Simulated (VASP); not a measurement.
# Li2S (Fm-3m) in VASP: a series of runs

The runs below take Li2S through single point, with PBEsol.

Program: VASP 6.6.1. These are calculated values, not measurements. Logs are shortened: lines on timing, memory, paths and dates and some standing lists are left out, and cuts for length are marked.

## Step 1: The cell of the first run

It takes space group Fm-3m (No. 225, cubic). Conventional cell: a = 5.504 Å, b = 5.504 Å, c = 5.504 Å, α = 90.00°, β = 90.00°, γ = 90.00°. Li (site symmetry -43m) has 4 S at 2.38 Å and 6 Li at 2.75 Å within 3.1 Å. S (site symmetry m-3m) has 8 Li at 2.38 Å within 3.1 Å.

## Step 2: Single point, PBEsol

The input, INCAR:

```
  ALGO = Normal
  EDIFF = 1E-6
  ENCUT = 750
  GGA = PS
  GGA_COMPAT = False
  ISIF = 2
  ISMEAR = 0
  LASPH = True
  LCHARG = False
  LREAL = False
  LWAVE = False
  NBANDS = 13
  NELM = 120
  PREC = Accurate
  SIGMA = 0.01
```

The input, KPOINTS:

```
k-points
0
Gamma
  8 8 8
```

The input, POSCAR:

```
Li2S
1.0
    0.0000000000      2.7518746869      2.7518746869
    2.7518746869      0.0000000000      2.7518746869
    2.7518746869      2.7518746869      0.0000000000
Li S
2 1
Direct
    0.2500000000      0.2500000000      0.2500000000
    0.7500000000      0.7500000000      0.7500000000
    0.0000000000      0.0000000000      0.0000000000
```

Potentials or basis: VASP PAW PBE potentials, release 64 (Li_sv, S).

Launch:

```sh
$ cat potpaw_PBE.64/Li_sv/POTCAR potpaw_PBE.64/S/POTCAR > POTCAR
$ mpirun -np 1 vasp_std > vasp.out
```

OUTCAR:

```text
EDIFF = 1E-6
   ENCUT = 750
   GGA = PS
   ISIF = 2
   ISMEAR = 0
   LASPH = True
   LREAL = False
   NELM = 120
   PREC = Accurate

 ion  position               nearest neighbor table
   1  0.250  0.250  0.250-   3 2.38   3 2.38   3 2.38   3 2.38
   2  0.750  0.750  0.750-   3 2.38   3 2.38   3 2.38   3 2.38
   3  0.000  0.000  0.000-   2 2.38   2 2.38   2 2.38   1 2.38   2 2.38   1 2.38   1 2.38   1 2.38

  LATTYP: Found a face centered cubic cell.
 ALAT       =     5.5037493738

  Lattice vectors:

 A1 = (   0.0000000000,   2.7518746869,   2.7518746869)
 A2 = (   2.7518746869,   0.0000000000,   2.7518746869)
 A3 = (   2.7518746869,   2.7518746869,   0.0000000000)

Analysis of symmetry for initial positions (statically):
=====================================================================
 Subroutine PRICEL returns:
 Original cell was already a primitive cell.

 Routine SETGRP: Setting up the symmetry group for a
 face centered cubic supercell.

 Subroutine GETGRP returns: Found 48 space group operations
 (whereof 48 operations were pure point group operations)
 out of a pool of 48 trial point group operations.

The static configuration has the point symmetry O_h .

Analysis of symmetry for dynamics (positions and initial velocities):
=====================================================================
 Subroutine PRICEL returns:
 Original cell was already a primitive cell.

 Routine SETGRP: Setting up the symmetry group for a
 face centered cubic supercell.

 Subroutine GETGRP returns: Found 48 space group operations
 (whereof 48 operations were pure point group operations)
 out of a pool of 48 trial point group operations.

The dynamic configuration has the point symmetry O_h .

 Subroutine INISYM returns: Found 48 space group operations
 (whereof 48 operations are pure point group operations),
 and found     1 'primitive' translations

----------------------------------------------------------------------------------------

                                     Primitive cell

  volume of cell :      41.6789

  direct lattice vectors                    reciprocal lattice vectors
     0.000000000  2.751874687  2.751874687    -0.181694320  0.181694320  0.181694320
     2.751874687  0.000000000  2.751874687     0.181694320 -0.181694320  0.181694320
     2.751874687  2.751874687  0.000000000     0.181694320  0.181694320 -0.181694320

  length of vectors
[... 93 lines left out ...]
   TEBEG  =    0.0;   TEEND  =   0.0 temperature during run
   PSTRESS=    0.0 pullay stress
   NELECT =      12.0000    total number of electrons
   NUPDOWN=      -1.0000    fix difference up-down
   EMIN   =  10.00;   EMAX   =-10.00  energy-range for DOS
   EFERMI =   0.00;   METHOD = LEGACY
   ISMEAR =     0;   SIGMA  =   0.01  broadening in eV -4-tet -1-fermi 0-gaus
   EFERMI_NEDOS =   21; number of points for ismear=-14 and -15
   IALGO  =     38    algorithm
   IMIX   =      4    mixing-type and parameters
     AMIX     =   0.40;   BMIX     =  1.00
     AMIX_MAG =   1.60;   BMIX_MAG =  1.00
  volume/ion in A,a.u.               =      13.89        93.75
  Fermi-wavevector in a.u.,A,eV,Ry     =   1.081011  2.042814 15.899548  1.168584
  Thomas-Fermi vector in A             =   2.217016
   LORBIT       =      0    0 simple, 1 ext, 2 COOP (PROOUT), +10 PAW based schemes
   GGA     = PS    functional components
   LHFCALC =     F    Hartree Fock is set to
   AEXX    =    0.0000 exact exchange contribution
   IVDW    =     0    specifies the selected vdW correction
   LEPSILON=     F    determine dielectric tensor
   LRPA    =     F    only Hartree local field effects (RPA)
 non-spin polarized calculation
 Gauss-broadening in eV      SIGMA  =   0.01
  energy-cutoff  :      750.00
  volume of cell :       41.68
 maximum number of plane-waves:      1964
   NGX = 17   NGY = 17   NGZ = 17

 number of electron      12.0000002 magnetization

 Free energy of the ion-electron system (eV)
  ---------------------------------------------------
  ext. energy  EPLUGINS =         0.00000000
  ---------------------------------------------------
  free energy    TOTEN  =       -12.33310024 eV

  energy without entropy =      -12.33310024  energy(sigma->0) =      -12.33310024

 E-fermi :   2.1583     XC(G=0):  -9.0408

 val. band max:        2.0919796878   @ k =   0.0000   0.0000   0.0000
 cond. band min:       5.2226276523   @ k =   0.5000   0.5000   0.0000
 fundamental gap:      3.1306479645
 Fermi energy:         2.1582509163

 k-point     1 :       0.0000    0.0000    0.0000
  band No.  band energies     occupation
      1     -41.2354      2.00000
      2     -41.1671      2.00000
      3      -9.2239      2.00000
      4       2.0920      2.00000
      5       2.0920      2.00000
      6       2.0920      2.00000
      7       6.7393      0.00000
      8       8.2660      0.00000
      9       8.2660      0.00000
     10       8.2660      0.00000
     11      13.4956      0.00000
     12      13.4956      0.00000
     13      14.8759      0.00000
[... 354 lines left out ...]
  band No.  band energies     occupation
      1     -41.1994      2.00000
      2     -41.1993      2.00000
      3      -8.6157      2.00000
      4      -0.8673      2.00000
      5       0.6660      2.00000
      6       1.0236      2.00000
      7       7.9316      0.00000
      8       8.9614      0.00000
      9      10.7523      0.00000
     10      11.4455      0.00000
     11      12.8248      0.00000
     12      14.2745      0.00000
     13      16.0566      0.00000

 [... further k-points ...]

------------------------ aborting loop because EDIFF is reached ----------------------------------------

  FORCE on cell =-STRESS in cart. coord.  units (eV):
  Direction    XX          YY          ZZ          XY          YZ          ZX
  --------------------------------------------------------------------------------------
  -------------------------------------------------------------------------------------
  Total        1.0413024      1.0413024      1.0413024      0.0000000     -0.0000000      0.0000000
  in kB       40.0287012     40.0287012     40.0287012      0.0000000     -0.0000000      0.0000000
  external PRESSURE =      40.0287012 kB  Pullay stress =       0.0000000 kB

 VOLUME and BASIS-vectors are now :
 -----------------------------------------------------------------------------
  energy-cutoff  :      750.00
  volume of cell :       41.68
      direct lattice vectors                 reciprocal lattice vectors
     0.000000000  2.751874687  2.751874687    -0.181694320  0.181694320  0.181694320
     2.751874687  0.000000000  2.751874687     0.181694320 -0.181694320  0.181694320
     2.751874687  2.751874687  0.000000000     0.181694320  0.181694320 -0.181694320

 POSITION                                       TOTAL-FORCE (eV/Angst)
 -----------------------------------------------------------------------------------
      1.37594      1.37594      1.37594        -0.000000     -0.000000     -0.000000
      4.12781      4.12781      4.12781         0.000000      0.000000      0.000000
      0.00000      0.00000      0.00000        -0.000000      0.000000     -0.000000
 -----------------------------------------------------------------------------------
    total drift:                                0.000000      0.000000      0.000000

  FREE ENERGIE OF THE ION-ELECTRON SYSTEM (eV)
  ---------------------------------------------------
  free  energy   TOTEN  =       -12.3331002362 eV

  energy  without entropy=      -12.3331002362  energy(sigma->0) =      -12.33310024
```

stdout:

```text
POSCAR found type information on POSCAR LiS
 POSCAR found :  2 types and       3 ions
 scaLAPACK will be used
 -----------------------------------------------------------------------------
|                                                                             |
|                                                                             |
|     You enforced a specific xc type in the INCAR file but a different       |
|     I HOPE YOU KNOW WHAT YOU ARE DOING!                                     |
|                                                                             |
 -----------------------------------------------------------------------------

 LDA part: xc-table for (Slater+PW92), standard interpolation
 POSCAR, INCAR and KPOINTS ok, starting setup
 FFT: planning ... GRIDC
 FFT: planning ... GRID_SOFT
 FFT: planning ... GRID
 WAVECAR not read
 entering main loop
```

Wall time 36 s (1 thread of AMD EPYC 7R13, shared host); peak memory 0.17 GiB.

What came out:

- Free energy: -12.3331 eV
- Pressure: 4.0 GPa
- Band gap on the k mesh: 3.13 eV (least direct gap 4.65 eV)

Levels at points of the mesh, in eV from the valence-band top:
```
           k point  band 3  band 4  band 5  band 6  band 7  band 8  band 9  band 10
(0.00, 0.00, 0.00)  -11.32    0.00    0.00    0.00    4.65    6.17    6.17     6.17
(0.50, 0.00, 0.00)  -10.79   -3.29   -0.60   -0.60    6.50    6.51    6.51     8.75
(0.50, 0.50, 0.00)  -10.64   -2.42   -1.67   -1.67    3.13    7.30   11.74    11.74
```

Caveat: the cell stands under pressure; the PAW data sets were made with another functional, which shifts forces and pressure a little. A k mesh can miss the band edges.

## Step 3: Single point, PBEsol

This run uses another cell than the first one, of 14.41 Å³/atom.

The input, INCAR:

```
SYSTEM = Li2S
PREC = Accurate
ENCUT = 750
EDIFF = 1E-6
ISMEAR = 0
SIGMA = 0.01
LREAL = .FALSE.
LASPH = .TRUE.
NELM = 120
ALGO = Normal
ISIF = 2
LWAVE = .FALSE.
LCHARG = .FALSE.
GGA = PS
NBANDS = 13
GGA_COMPAT = .FALSE.
```

The input, KPOINTS:

```
regular mesh
0
G
  8 8 8
  0 0 0
```

The input, POSCAR:

```
Li2S
1.0
    0.0000000000      2.7857595057      2.7857595057
    2.7857595057      0.0000000000      2.7857595057
    2.7857595057      2.7857595057      0.0000000000
Li S
2 1
Direct
    0.2500000000      0.2500000000      0.2500000000
    0.7500000000      0.7500000000      0.7500000000
    0.0000000000      0.0000000000      0.0000000000
```

Potentials or basis: VASP PAW PBE potentials, release 64 (Li_sv, S).

Launch:

```sh
$ cat potpaw_PBE.64/Li_sv/POTCAR potpaw_PBE.64/S/POTCAR > POTCAR
$ mpirun -np 1 vasp_std > vasp.out
```

OUTCAR:

```text
SYSTEM = Li2S
   PREC = Accurate
   ENCUT = 750
   EDIFF = 1E-6
   ISMEAR = 0
   LREAL = .FALSE.
   LASPH = .TRUE.
   NELM = 120
   ISIF = 2
   GGA = PS

 ion  position               nearest neighbor table
   1  0.250  0.250  0.250-   3 2.41   3 2.41   3 2.41   3 2.41
   2  0.750  0.750  0.750-   3 2.41   3 2.41   3 2.41   3 2.41
   3  0.000  0.000  0.000-   1 2.41   2 2.41   2 2.41   2 2.41   2 2.41   1 2.41   1 2.41   1 2.41

  LATTYP: Found a face centered cubic cell.
 ALAT       =     5.5715190114

  Lattice vectors:

 A1 = (   0.0000000000,   2.7857595057,   2.7857595057)
[... 575 lines left out ...]
  Direction    XX          YY          ZZ          XY          YZ          ZX
  --------------------------------------------------------------------------------------
  -------------------------------------------------------------------------------------
  Total        0.5436720      0.5436720      0.5436720     -0.0000000     -0.0000000      0.0000000
  in kB       20.1459000     20.1459000     20.1459000     -0.0000000     -0.0000000      0.0000000
  external PRESSURE =      20.1459000 kB  Pullay stress =       0.0000000 kB

 VOLUME and BASIS-vectors are now :
 -----------------------------------------------------------------------------
  energy-cutoff  :      750.00
  volume of cell :       43.24
      direct lattice vectors                 reciprocal lattice vectors
     0.000000000  2.785759506  2.785759506    -0.179484266  0.179484266  0.179484266
     2.785759506  0.000000000  2.785759506     0.179484266 -0.179484266  0.179484266
     2.785759506  2.785759506  0.000000000     0.179484266  0.179484266 -0.179484266

 POSITION                                       TOTAL-FORCE (eV/Angst)
 -----------------------------------------------------------------------------------
      1.39288      1.39288      1.39288         0.000000     -0.000000      0.000000
      4.17864      4.17864      4.17864        -0.000000      0.000000      0.000000
      0.00000      0.00000      0.00000        -0.000000      0.000000     -0.000000
 -----------------------------------------------------------------------------------
    total drift:                                0.000000      0.000000      0.000000

  FREE ENERGIE OF THE ION-ELECTRON SYSTEM (eV)
  ---------------------------------------------------
  free  energy   TOTEN  =       -12.3635184365 eV

  energy  without entropy=      -12.3635184365  energy(sigma->0) =      -12.36351844
```

OSZICAR:

```text
N       E                     dE             d eps       ncg     rms          rms(c)
DAV:   1     0.560878732274E+02    0.56088E+02   -0.64402E+03   754   0.114E+03
DAV:   2    -0.513259997107E+01   -0.61220E+02   -0.58742E+02   910   0.234E+02
DAV:   3    -0.124656389146E+02   -0.73330E+01   -0.72882E+01  1435   0.528E+01
DAV:   4    -0.126494869320E+02   -0.18385E+00   -0.18379E+00  1012   0.109E+01
DAV:   5    -0.126540010846E+02   -0.45142E-02   -0.45140E-02  1192   0.136E+00    0.371E+00
DAV:   6    -0.123848366752E+02    0.26916E+00   -0.41333E-01   908   0.262E+00    0.269E+00
DAV:   7    -0.123599005361E+02    0.24936E-01   -0.11838E-01  1092   0.158E+00    0.156E+00
DAV:   8    -0.123638725383E+02   -0.39720E-02   -0.20456E-02  1056   0.837E-01    0.644E-01
DAV:   9    -0.123635082163E+02    0.36432E-03   -0.50830E-04  1065   0.143E-01    0.421E-01
DAV:  10    -0.123635212045E+02   -0.12988E-04   -0.64414E-04   869   0.136E-01    0.177E-01
DAV:  11    -0.123635183627E+02    0.28418E-05   -0.34840E-05  1105   0.473E-02    0.763E-02
DAV:  12    -0.123635184365E+02   -0.73833E-07   -0.28447E-06   983   0.125E-02
   1 F= -.12363518E+02 E0= -.12363518E+02  d E =-.106608E-31
```

Wall time 36 s (1 thread of AMD EPYC 7R13, shared host); peak memory 0.17 GiB.

Results:

```
Free energy            : -12.3635 eV
Pressure               : 2.0 GPa
Band gap on the k mesh : 3.17 eV (least direct gap 4.45 eV)
```

Levels at points of the mesh, in eV from the valence-band top:
```tsv
k point	band 3	band 4	band 5	band 6	band 7	band 8	band 9	band 10
(0.00, 0.00, 0.00)	-11.21	0.00	0.00	0.00	4.45	6.17	6.17	6.17
(0.50, 0.00, 0.00)	-10.71	-3.16	-0.57	-0.57	6.32	6.50	6.50	8.56
(0.50, 0.50, 0.00)	-10.57	-2.34	-1.58	-1.58	3.17	7.20	11.46	11.46
```

Caveat: the PAW data sets were made with another functional, which shifts forces and pressure a little.
